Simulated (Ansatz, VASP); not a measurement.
**One calculation of WSe2, two programs**

```xyz
6
Lattice="3.3558 0.0000 0.0000 -1.6779 2.9062 0.0000 0.0000 0.0000 12.9700" Properties=species:S:1:pos:R:3 pbc="T T T"
W     0.0000    1.9375    3.2425
W     1.6779    0.9687    9.7275
Se    0.0000    1.9375    8.0544
Se    1.6779    0.9687    1.5694
Se    0.0000    1.9375   11.4006
Se    1.6779    0.9687    4.9156
```

Change from the starting cell: equal xx and yy strain of +2 %.

Alike in both runs: task single point; functional PBEsol; k mesh 11 × 11 × 3; occupations fermi-dirac, width 0.08 eV; no spin polarisation.

```csv
,VASP,Ansatz
version,VASP 6.6.1,Ansatz 0.2.0
potentials or method,"VASP PAW PBE potentials, release 64 (W_sv, Se), cutoff 520 eV","all-electron LAPW, scalar-relativistic"
```

```tsv
	VASP	Ansatz	Ansatz less VASP
pressure (GPa)	-5.6	-5.9	-0.29
traceless stress, the component that is largest in VASP (GPa)	2.04	1.96	-0.081
rms of the force components (eV/Å)	0.223	0.244	+0.0218
```

VASP's potentials were made for PBE, not for PBEsol. Atom by atom the forces differ by 0.022 eV/Å (rms over components). Ansatz ran all-electron here, and VASP with PAW potentials.

Neither program's run includes spin-orbit coupling.
